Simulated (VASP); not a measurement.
# In (P6/mmm) in VASP: notebook

In is run at these levels: PBE; tasks: single point.

Program: VASP 6.6.1. These are calculated values, not measurements. Logs are shortened: lines on timing, memory, paths and dates and some standing lists are left out, and cuts for length are marked.

### 1 The cell of the first run

Symmetry: P6/mmm, No. 191, hexagonal system. Conventional cell: a = 5.174 Å, b = 5.174 Å, c = 3.174 Å, α = 90.00°, β = 90.00°, γ = 120.00°. In (site symmetry 6/mmm) has 14 In at 3.17 to 3.38 Å within 4.2 Å. In (site symmetry -6m2) has 11 In at 2.99 to 3.38 Å within 3.9 Å.

### 2 Single point, PBE

The input, INCAR:

```
PREC = Accurate ; ENCUT = 520
EDIFF = 1E-6 ; ISMEAR = -1
SIGMA = 0.05 ; LREAL = False
LASPH = True ; NELM = 100
ALGO = Normal ; ISIF = 2
LWAVE = False ; LCHARG = True
GGA = PE ; LELF = True
LVHAR = True ; NBANDS = 26
```

The input, KPOINTS:

```
regular mesh
0
Gamma
  7 7 10
```

The input, POSCAR:

```
In
1.0
    5.1739501399      0.0000000000      0.0000000000
   -2.5869750700      4.4807722590      0.0000000000
    0.0000000000      0.0000000000      3.1737417104
In
3
Direct
    0.0000000000      0.0000000000      0.0000000000
    0.3333333333      0.6666666667      0.5000000000
    0.6666666667      0.3333333333      0.5000000000
```

Potentials or basis: VASP PAW PBE potentials, release 64 (In_d).

Run with:

```sh
cat potpaw_PBE.64/In_d/POTCAR > POTCAR
mpirun -np 1 vasp_std > vasp.out
```

OUTCAR:

```text
PREC = Accurate
   ENCUT = 520
   EDIFF = 1E-6
   ISMEAR = -1
   LREAL = False
   LASPH = True
   NELM = 100
   ISIF = 2
   GGA = PE

 ion  position               nearest neighbor table
   1  0.000  0.000  0.000-   2 3.38   3 3.38   2 3.38   3 3.38   2 3.38   2 3.38   3 3.38   3 3.38
                             3 3.38   3 3.38   2 3.38   2 3.38
   2  0.333  0.667  0.500-   3 2.99   3 2.99   3 2.99   1 3.38   1 3.38   1 3.38   1 3.38   1 3.38
                             1 3.38
   3  0.667  0.333  0.500-   2 2.99   2 2.99   2 2.99   1 3.38   1 3.38   1 3.38   1 3.38   1 3.38
                             1 3.38

  LATTYP: Found a hexagonal cell.
 ALAT       =     5.1739501399
 C/A-ratio  =     0.6134078653

  Lattice vectors:

 A1 = (   5.1739501399,   0.0000000000,   0.0000000000)
 A2 = (  -2.5869750700,   4.4807722590,   0.0000000000)
 A3 = (   0.0000000000,   0.0000000000,   3.1737417104)

Analysis of symmetry for initial positions (statically):
=====================================================================
 Subroutine PRICEL returns:
 Original cell was already a primitive cell.

 Routine SETGRP: Setting up the symmetry group for a
 hexagonal supercell.

 Subroutine GETGRP returns: Found 24 space group operations
 (whereof 24 operations were pure point group operations)
 out of a pool of 24 trial point group operations.

The static configuration has the point symmetry D_6h.

Analysis of symmetry for dynamics (positions and initial velocities):
=====================================================================
 Subroutine PRICEL returns:
 Original cell was already a primitive cell.

 Routine SETGRP: Setting up the symmetry group for a
 hexagonal supercell.

 Subroutine GETGRP returns: Found 24 space group operations
 (whereof 24 operations were pure point group operations)
 out of a pool of 24 trial point group operations.

The dynamic configuration has the point symmetry D_6h.

 Subroutine INISYM returns: Found 24 space group operations
 (whereof 24 operations are pure point group operations),
 and found     1 'primitive' translations

----------------------------------------------------------------------------------------

                                     Primitive cell

  volume of cell :      73.5778

  direct lattice vectors                    reciprocal lattice vectors
     5.173950140  0.000000000  0.000000000     0.193275925  0.111587907  0.000000000
[... 86 lines left out ...]
   ENCUT  =  520.0 eV  38.22 Ry    6.18 a.u.   9.62  9.62  5.90*2*pi/ulx,y,z
   NELM   =    100;   NELMIN=  2; NELMDL= -5     # of ELM steps
   EDIFF  = 0.1E-05   stopping-criterion for ELM
   LREAL  =      F    real-space projection
   EDIFFG = 0.1E-04   stopping-criterion for IOM
   NSW    =      0    number of steps for IOM
   IBRION =     -1    ionic relax: 0-MD 1-quasi-New 2-CG
   NFREE  =      0    steps in history (QN), initial steepest desc. (CG)
   ISIF   =      2    stress and relaxation
   ISYM   =      2    0-nonsym 1-usesym 2-fastsym
   POTIM  = 0.5000    time-step for ionic-motion
   TEBEG  =    0.0;   TEEND  =   0.0 temperature during run
   PSTRESS=    0.0 pullay stress
   NELECT =      39.0000    total number of electrons
   NUPDOWN=      -1.0000    fix difference up-down
   EMIN   =  10.00;   EMAX   =-10.00  energy-range for DOS
   EFERMI =   0.00;   METHOD = LEGACY
   ISMEAR =    -1;   SIGMA  =   0.05  broadening in eV -4-tet -1-fermi 0-gaus
   EFERMI_NEDOS =   21; number of points for ismear=-14 and -15
   IALGO  =     38    algorithm
   IMIX   =      4    mixing-type and parameters
     AMIX     =   0.40;   BMIX     =  1.00
     AMIX_MAG =   1.60;   BMIX_MAG =  1.00
  volume/ion in A,a.u.               =      24.53       165.51
  Fermi-wavevector in a.u.,A,eV,Ry     =   1.324893  2.503685 23.882870  1.755341
  Thomas-Fermi vector in A             =   2.454394
   LORBIT       =      0    0 simple, 1 ext, 2 COOP (PROOUT), +10 PAW based schemes
   GGA     = PE    functional components
   LHFCALC =     F    Hartree Fock is set to
   AEXX    =    0.0000 exact exchange contribution
   IVDW    =     0    specifies the selected vdW correction
   LEPSILON=     F    determine dielectric tensor
   LRPA    =     F    only Hartree local field effects (RPA)
 non-spin polarized calculation
  energy-cutoff  :      520.00
  volume of cell :       73.58
 maximum number of plane-waves:      2004
 NGX is ok and might be reduce to    40
   NGX = 19   NGY = 19   NGZ = 11

 number of electron      39.0000016 magnetization

 Free energy of the ion-electron system (eV)
  ---------------------------------------------------
  ext. energy  EPLUGINS =         0.00000000
  ---------------------------------------------------
  free energy    TOTEN  =        -7.48759656 eV

  energy without entropy =       -7.47872063  energy(sigma->0) =       -7.48315860

 E-fermi :   8.3470     XC(G=0): -10.5587

 val. band max:        8.3023230103   @ k =   0.2857   0.1429   0.3000
 cond. band min:       8.3632768685   @ k =   0.1429   0.1429   0.5000
 fundamental gap:      0.0609538582
 Fermi energy:         8.3470490833

 k-point     1 :       0.0000    0.0000    0.0000
  band No.  band energies     occupation
      1      -6.7449      2.00000
      2      -6.4715      2.00000
      3      -6.4549      2.00000
      4      -6.4549      2.00000
      5      -6.4410      2.00000
      6      -6.3003      2.00000
[... 685 lines left out ...]
     25      15.7359      0.00000
     26      15.9170      0.00000

 [... further k-points ...]

------------------------ aborting loop because EDIFF is reached ----------------------------------------

  FORCE on cell =-STRESS in cart. coord.  units (eV):
  Direction    XX          YY          ZZ          XY          YZ          ZX
  --------------------------------------------------------------------------------------
  -------------------------------------------------------------------------------------
  Total        2.8198639      2.8198639      2.8217878     -0.0000000     -0.0000000      0.0000000
  in kB       61.4033475     61.4033475     61.4452394     -0.0000000     -0.0000000      0.0000000
  external PRESSURE =      61.4173115 kB  Pullay stress =       0.0000000 kB

 VOLUME and BASIS-vectors are now :
 -----------------------------------------------------------------------------
  energy-cutoff  :      520.00
  volume of cell :       73.58
      direct lattice vectors                 reciprocal lattice vectors
     5.173950140  0.000000000  0.000000000     0.193275925  0.111587907  0.000000000
    -2.586975070  4.480772259  0.000000000     0.000000000  0.223175815  0.000000000
     0.000000000  0.000000000  3.173741710     0.000000000  0.000000000  0.315085502

 POSITION                                       TOTAL-FORCE (eV/Angst)
 -----------------------------------------------------------------------------------
      0.00000      0.00000      0.00000         0.000000      0.000000      0.000000
     -0.00000      2.98718      1.58687        -0.000000      0.000000      0.000000
      2.58698      1.49359      1.58687         0.000000     -0.000000      0.000000
 -----------------------------------------------------------------------------------
    total drift:                               -0.000000      0.000000      0.000000

  FREE ENERGIE OF THE ION-ELECTRON SYSTEM (eV)
  ---------------------------------------------------
  free  energy   TOTEN  =        -7.4875965603 eV

  energy  without entropy=       -7.4787206323  energy(sigma->0) =       -7.48315860
```

stdout:

```text
POSCAR found type information on POSCAR In
 POSCAR found :  1 types and       3 ions
 scaLAPACK will be used
 LDA part: xc-table for (Slater+PW92), standard interpolation
 POSCAR, INCAR and KPOINTS ok, starting setup
 FFT: planning ... GRIDC
 FFT: planning ... GRID_SOFT
 FFT: planning ... GRID
 WAVECAR not read
 entering main loop
```

Run time: 73 s. Hardware: 1 thread of AMD EPYC 7R43 (Zen 3), shared host; peak memory 0.18 GiB.

What came out:

```
Free energy : -7.4876 eV
Pressure    : 6.1 GPa
```

Caveat: spin-orbit coupling is left out, which moves the levels of the heavy elements.

### 3 Single point, PBE

The input, INCAR:

```
SYSTEM = In
ALGO = Normal ; EDIFF = 1E-6
ENCUT = 520 ; GGA = PE
ISIF = 2 ; ISMEAR = -1
LASPH = .TRUE. ; LCHARG = .FALSE.
LREAL = .FALSE. ; LWAVE = .FALSE.
NBANDS = 26 ; NELM = 60
PREC = Accurate ; SIGMA = 0.05
```

The input, KPOINTS:

```
k-points
0
G
  7 7 10
  0 0 0
```

POSCAR is that of step 2.

Potentials or basis: VASP PAW PBE potentials, release 64 (In_d).

Run with:

```sh
cat potpaw_PBE.64/In_d/POTCAR > POTCAR
mpirun -np 1 vasp_std > vasp.out
```

OUTCAR:

```text
SYSTEM = In
   EDIFF = 1E-6
   ENCUT = 520
   GGA = PE
   ISIF = 2
   ISMEAR = -1
   LASPH = .TRUE.
   LREAL = .FALSE.
   NELM = 60
   PREC = Accurate

 ion  position               nearest neighbor table
   1  0.000  0.000  0.000-   2 3.38   3 3.38   2 3.38   3 3.38   2 3.38   2 3.38   3 3.38   3 3.38
                             3 3.38   3 3.38   2 3.38   2 3.38
   2  0.333  0.667  0.500-   3 2.99   3 2.99   3 2.99   1 3.38   1 3.38   1 3.38   1 3.38   1 3.38
                             1 3.38
   3  0.667  0.333  0.500-   2 2.99   2 2.99   2 2.99   1 3.38   1 3.38   1 3.38   1 3.38   1 3.38
                             1 3.38

  LATTYP: Found a hexagonal cell.
 ALAT       =     5.1739501399
 C/A-ratio  =     0.6134078653

  Lattice vectors:

 A1 = (   5.1739501399,   0.0000000000,   0.0000000000)
 A2 = (  -2.5869750700,   4.4807722590,   0.0000000000)
 A3 = (   0.0000000000,   0.0000000000,   3.1737417104)

Analysis of symmetry for initial positions (statically):
=====================================================================
 Subroutine PRICEL returns:
 Original cell was already a primitive cell.

 Routine SETGRP: Setting up the symmetry group for a
 hexagonal supercell.

 Subroutine GETGRP returns: Found 24 space group operations
 (whereof 24 operations were pure point group operations)
 out of a pool of 24 trial point group operations.

The static configuration has the point symmetry D_6h.

Analysis of symmetry for dynamics (positions and initial velocities):
=====================================================================
 Subroutine PRICEL returns:
 Original cell was already a primitive cell.

 Routine SETGRP: Setting up the symmetry group for a
 hexagonal supercell.

 Subroutine GETGRP returns: Found 24 space group operations
 (whereof 24 operations were pure point group operations)
 out of a pool of 24 trial point group operations.
[... 118 lines left out ...]
   ISMEAR =    -1;   SIGMA  =   0.05  broadening in eV -4-tet -1-fermi 0-gaus
   EFERMI_NEDOS =   21; number of points for ismear=-14 and -15
   IALGO  =     38    algorithm
   IMIX   =      4    mixing-type and parameters
     AMIX     =   0.40;   BMIX     =  1.00
     AMIX_MAG =   1.60;   BMIX_MAG =  1.00
  volume/ion in A,a.u.               =      24.53       165.51
  Fermi-wavevector in a.u.,A,eV,Ry     =   1.324893  2.503685 23.882870  1.755341
  Thomas-Fermi vector in A             =   2.454394
   LORBIT       =      0    0 simple, 1 ext, 2 COOP (PROOUT), +10 PAW based schemes
   GGA     = PE    functional components
   LHFCALC =     F    Hartree Fock is set to
   AEXX    =    0.0000 exact exchange contribution
   IVDW    =     0    specifies the selected vdW correction
   LEPSILON=     F    determine dielectric tensor
   LRPA    =     F    only Hartree local field effects (RPA)
 non-spin polarized calculation
  energy-cutoff  :      520.00
  volume of cell :       73.58
 maximum number of plane-waves:      2004
 NGX is ok and might be reduce to    40
   NGX = 19   NGY = 19   NGZ = 11

 number of electron      39.0000016 magnetization

 Free energy of the ion-electron system (eV)
  ---------------------------------------------------
  ext. energy  EPLUGINS =         0.00000000
  ---------------------------------------------------
  free energy    TOTEN  =        -7.48759656 eV

  energy without entropy =       -7.47872063  energy(sigma->0) =       -7.48315860

 E-fermi :   8.3470     XC(G=0): -10.5587

 val. band max:        8.3023230103   @ k =   0.2857   0.1429   0.3000
 cond. band min:       8.3632768685   @ k =   0.1429   0.1429   0.5000
 fundamental gap:      0.0609538582
 Fermi energy:         8.3470490833

 k-point     1 :       0.0000    0.0000    0.0000
  band No.  band energies     occupation
      1      -6.7449      2.00000
      2      -6.4715      2.00000
      3      -6.4549      2.00000
      4      -6.4549      2.00000
      5      -6.4410      2.00000
      6      -6.3003      2.00000
[... 685 lines left out ...]
     25      15.7359      0.00000
     26      15.9170      0.00000

 [... further k-points ...]

------------------------ aborting loop because EDIFF is reached ----------------------------------------

  FORCE on cell =-STRESS in cart. coord.  units (eV):
  Direction    XX          YY          ZZ          XY          YZ          ZX
  --------------------------------------------------------------------------------------
  -------------------------------------------------------------------------------------
  Total        2.8198639      2.8198639      2.8217878     -0.0000000     -0.0000000      0.0000000
  in kB       61.4033475     61.4033475     61.4452394     -0.0000000     -0.0000000      0.0000000
  external PRESSURE =      61.4173115 kB  Pullay stress =       0.0000000 kB

 VOLUME and BASIS-vectors are now :
 -----------------------------------------------------------------------------
  energy-cutoff  :      520.00
  volume of cell :       73.58
      direct lattice vectors                 reciprocal lattice vectors
     5.173950140  0.000000000  0.000000000     0.193275925  0.111587907  0.000000000
    -2.586975070  4.480772259  0.000000000     0.000000000  0.223175815  0.000000000
     0.000000000  0.000000000  3.173741710     0.000000000  0.000000000  0.315085502

 POSITION                                       TOTAL-FORCE (eV/Angst)
 -----------------------------------------------------------------------------------
      0.00000      0.00000      0.00000         0.000000      0.000000      0.000000
     -0.00000      2.98718      1.58687        -0.000000      0.000000      0.000000
      2.58698      1.49359      1.58687         0.000000     -0.000000      0.000000
 -----------------------------------------------------------------------------------
    total drift:                               -0.000000      0.000000      0.000000

  FREE ENERGIE OF THE ION-ELECTRON SYSTEM (eV)
  ---------------------------------------------------
  free  energy   TOTEN  =        -7.4875965603 eV

  energy  without entropy=       -7.4787206323  energy(sigma->0) =       -7.48315860
```

Wall time 66 s (1 thread of AMD EPYC 7R43 (Zen 3), shared host); peak memory 0.18 GiB.

Results:

| Item | Value |
| --- | --- |
| Free energy | -7.4876 eV |
| Pressure | 6.1 GPa |

Caveat: spin-orbit coupling is left out, which moves the levels of the heavy elements.
